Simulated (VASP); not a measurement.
KCl, 2 atoms in the cell. Symmetry: Pm-3m, No. 221, cubic system. The conventional cell has a = 3.839 Å, b = 3.839 Å, c = 3.839 Å, α = 90.00°, β = 90.00°, γ = 90.00°. Within 4.4 Å of K (site symmetry m-3m) lie 8 Cl at 3.32 Å and 6 K at 3.84 Å. Cl (site symmetry m-3m) has 8 K at 3.32 Å and 6 Cl at 3.84 Å within 4.4 Å. 

```yaml
Program: VASP 6.6.1
Task: single point
Functional: PBE
Potentials_or_basis: VASP PAW PBE potentials, release 64 (K_sv, Cl)
Cutoff: 500 eV
k_mesh: 1 × 1 × 1, shifted
Occupations: gaussian, width 0.1 eV
Spin: no spin polarisation
Dipole_correction: no
Further_INCAR_settings: ALGO = Normal; EDIFF = 1e-06; NBANDS = 15
```

Potentials or basis: VASP PAW PBE potentials, release 64 (K_sv, Cl).

Run with:

```console
$ cat potpaw_PBE.64/K_sv/POTCAR potpaw_PBE.64/Cl/POTCAR > POTCAR
$ mpirun -np 1 vasp_std > vasp.out
```

Hardware: 1 thread of Intel(R) Xeon(R) Platinum 8259CL CPU @ 2.50GHz (Skylake/Cascade Lake), with other jobs on the host.

Task: Estimate the wall time of this run.

Result: It took 7.6 s on 1 thread of Intel(R) Xeon(R) Platinum 8259CL CPU @ 2.50GHz (Skylake/Cascade Lake), with other jobs on the host, peak memory 0.15 GiB. Counts: scf iterations 13, k points 1.
